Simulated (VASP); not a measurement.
Write the native input for VASP 6.6.1 that does the following.

```yaml
Task: single point
Functional: r2SCAN
Potentials_or_basis: VASP PAW PBE potentials, release 64 (Rb_sv)
Cutoff: 550 eV
k_mesh: 3 × 3 × 3
Occupations: fermi-dirac, width 0.05 eV
Spin: no spin polarisation
Dipole_correction: no
Further_INCAR_settings: ALGO = Normal; EDIFF = 1e-06; NBANDS = 10
```

The system is Rb.

```
CELL_PARAMETERS angstrom
-2.80250 2.80250 2.80250
2.80250 -2.80250 2.80250
2.80250 2.80250 -2.80250
ATOMIC_POSITIONS crystal
Rb 0.00000 0.00000 0.00000
```

One way to write it, as run:

POSCAR

```
Rb
1.0
   -2.8025000000      2.8025000000      2.8025000000
    2.8025000000     -2.8025000000      2.8025000000
    2.8025000000      2.8025000000     -2.8025000000
Rb
1
Direct
    0.0000000000      0.0000000000      0.0000000000
```

INCAR.step1

```
SYSTEM = Rb
PREC = Accurate ; ENCUT = 550
ISMEAR = -1 ; SIGMA = 0.05
LREAL = .FALSE. ; LASPH = .TRUE.
NELM = 120 ; NBANDS = 10
GGA = PE ; ALGO = Normal
EDIFF = 1E-5 ; LWAVE = .TRUE.
LCHARG = .FALSE. ; GGA_COMPAT = .FALSE.
```

INCAR.step2

```
SYSTEM = Rb
PREC = Accurate ; ENCUT = 550
EDIFF = 1E-6 ; ISMEAR = -1
SIGMA = 0.05 ; LREAL = .FALSE.
LASPH = .TRUE. ; NELM = 120
ALGO = Normal ; ISIF = 2
LWAVE = .FALSE. ; LCHARG = .FALSE.
METAGGA = R2SCAN ; LMIXTAU = .TRUE.
NBANDS = 10 ; ISTART = 1
GGA_COMPAT = .FALSE.
```

KPOINTS

```
Automatic mesh
0
G
  3 3 3
  0 0 0
```

Potentials or basis: VASP PAW PBE potentials, release 64 (Rb_sv).

Command:

```console
$ cat potpaw_PBE.64/Rb_sv/POTCAR > POTCAR
$ cp INCAR.step1 INCAR
$ mpirun -np 1 vasp_std > vasp.out
$ cp INCAR.step2 INCAR
$ mpirun -np 1 vasp_std > vasp.out
```

It gave:

```json
{"Pressure": "0.1 GPa"}
```

Caveat: the k points lie up to 0.53 Å⁻¹ apart; the PAW data sets were made with another functional, which shifts forces and pressure a little.

Wall time 47 s on 1 thread of AMD EPYC 7R43 64-Core Processor (Zen 3), with other jobs on the host, peak memory 0.21 GiB.
